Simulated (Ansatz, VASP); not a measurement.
One calculation of Ir, two programs

The input INCAR:

```
PREC     = Accurate       # precision mode
ENCUT    = 520            # plane-wave cutoff, eV
EDIFF    = 1E-8           # SCF threshold, eV
ISMEAR   = -1             # smearing method
SIGMA    = 0.08           # smearing width, eV
LREAL    = F              # projectors in reciprocal space
LASPH    = T              # aspherical terms in the spheres
NELM     = 60             # most SCF steps
ALGO     = Normal         # electronic algorithm
ISIF     = 2              # what is computed and relaxed
LWAVE    = F              # write WAVECAR
LCHARG   = F              # write CHGCAR
GGA      = PE             # functional
LEFG     = T            
NBANDS   = 10             # bands
```

Contents of KPOINTS:

```
regular mesh
0
Gamma
  19 19 19
```

File POSCAR:

```
Ir
1.0
   -1.5860357064      1.5860357064      1.5860357064
    1.5860357064     -1.5860357064      1.5860357064
    1.5860357064      1.5860357064     -1.5860357064
Ir
1
Direct
    0.0000000000      0.0000000000      0.0000000000
```

Input for Ansatz:

```yaml
crystal:
  lattice:
    - [-1.5860357064, 1.5860357064, 1.5860357064]
    - [1.5860357064, -1.5860357064, 1.5860357064]
    - [1.5860357064, 1.5860357064, -1.5860357064]
  atoms:
    - { symbol: Ir, position: [0.0, 0.0, 0.0] }
kpoints:
  mp_grid: { grid: [19, 19, 19] }
scf:
  occupations: { method: fermi_dirac, width: 0.08 }
hamiltonian:
  xc: pbe
  pseudopotentials: { kind: paw }
output:
  forces: true
  stress: true
  eigenvalues: true
  efg: { contact_densities: true }
```

Change from the starting cell: volume scaled by 1.06, PAW files.

Alike in both runs: task electric field gradients; functional PBE; k mesh 19 × 19 × 19; occupations fermi-dirac, width 0.08 eV; no spin polarisation.

|  | VASP | Ansatz |
| --- | --- | --- |
| version | VASP 6.6.1 | Ansatz 0.2.0 |
| potentials or method | VASP PAW PBE potentials, release 64 (Ir) | PAW with Ansatz's default frozen-core files, scalar-relativistic |
| plane-wave cutoff (eV) | 520 | 420 |
| valence electrons in the cell | 9 | 17 |

```tsv
	VASP	Ansatz	Ansatz less VASP
pressure (GPa)	-15.1	-15.4	-0.29
```

The functional is the same, so the differences come from potentials, cutoffs and numerics. VASP's potentials hold 9 valence electrons a cell and Ansatz's 17, so a difference there can come from the potentials and not from the codes.

Neither program's run includes spin-orbit coupling.
